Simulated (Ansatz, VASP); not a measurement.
# AlNi3 in VASP and in Ansatz

Contents of POSCAR:

```
AlNi3
1.0
    0.0000000000      2.8018887551      2.8018887551
    2.8018887551      0.0000000000      2.8018887551
    2.8018887551      2.8018887551      0.0000000000
Al Ni
1 3
Direct
    0.5000000000      0.5000000000      0.5000000000
    0.2500000000      0.2500000000      0.2500000000
    0.0000000000      0.0000000000      0.0000000000
    0.7500000000      0.7500000000      0.7500000000
```

Contents of INCAR.step1:

```
ALGO = Normal
EDIFF = 1E-5
EDIFFG = -0.005
ENCUT = 650
GGA = PE
GGA_COMPAT = F
IBRION = 2
ISIF = 3
ISMEAR = 0
LASPH = T
LCHARG = F
LREAL = F
LWAVE = T
NELM = 120
NELMIN = 4
NSW = 100
PREC = Accurate
SIGMA = 0.1
```

Contents of INCAR.step2:

```
ALGO = Normal
EDIFF = 1E-7
EDIFFG = -0.01
ENCUT = 650
GGA_COMPAT = F
IBRION = 2
ISIF = 3
ISMEAR = 0
ISTART = 1
LASPH = T
LCHARG = F
LMIXTAU = T
LREAL = F
LWAVE = F
METAGGA = R2SCAN
NELM = 120
NELMIN = 4
NSW = 80
PREC = Accurate
SIGMA = 0.1
```

Contents of KPOINTS:

```
k-points
0
Gamma
  1 1 1
```

Input for Ansatz:

```yaml
crystal:
  lattice:
    - [0.0, 2.8018887551, 2.8018887551]
    - [2.8018887551, 0.0, 2.8018887551]
    - [2.8018887551, 2.8018887551, 0.0]
  atoms:
    - { symbol: Al, position: [0.5, 0.5, 0.5] }
    - { symbol: Ni, position: [0.25, 0.25, 0.25] }
    - { symbol: Ni, position: [0.0, 0.0, 0.0] }
    - { symbol: Ni, position: [0.75, 0.75, 0.75] }
basis:
  ecutwfc: 500
kpoints:
  mp_grid: { grid: [1, 1, 1] }
hamiltonian:
  xc: r2scan
scf:
  occupations: { method: gaussian, width: 0.1 }
output:
  forces: true
  stress: true
  eigenvalues: true
relax:
  adjacent_minimum: "off"
  f_tol: 0.01
  max_steps: 60
  cell: { stress_tol: 0.05 }
```

Alike in both runs: task relaxation of cell and atoms; functional r2SCAN; k mesh 1 × 1 × 1; occupations gaussian, width 0.1 eV; no spin polarisation.

|  | VASP | Ansatz |
| --- | --- | --- |
| version | VASP 6.6.1 | Ansatz 0.2.0 |
| potentials or method | VASP PAW PBE potentials, release 64 (Al, Ni_sv_GW), cutoff 650 eV | scalar-relativistic, plane waves, PAW |
| valence electrons in the cell | 57 | 57 |

Ansatz gave:

```
relaxed volume (Å³/atom)                                     : 11.21
relaxed cell length with the largest relative difference (Å) : 3.988
```

Q: Which values does VASP return?

A: Relaxed volume (Å³/atom): 11.05; relaxed cell length with the largest relative difference (Å): 3.969.

VASP's potentials were made for PBE, not for r2SCAN.

The k mesh is coarse, so the values compare programs but aren't converged.
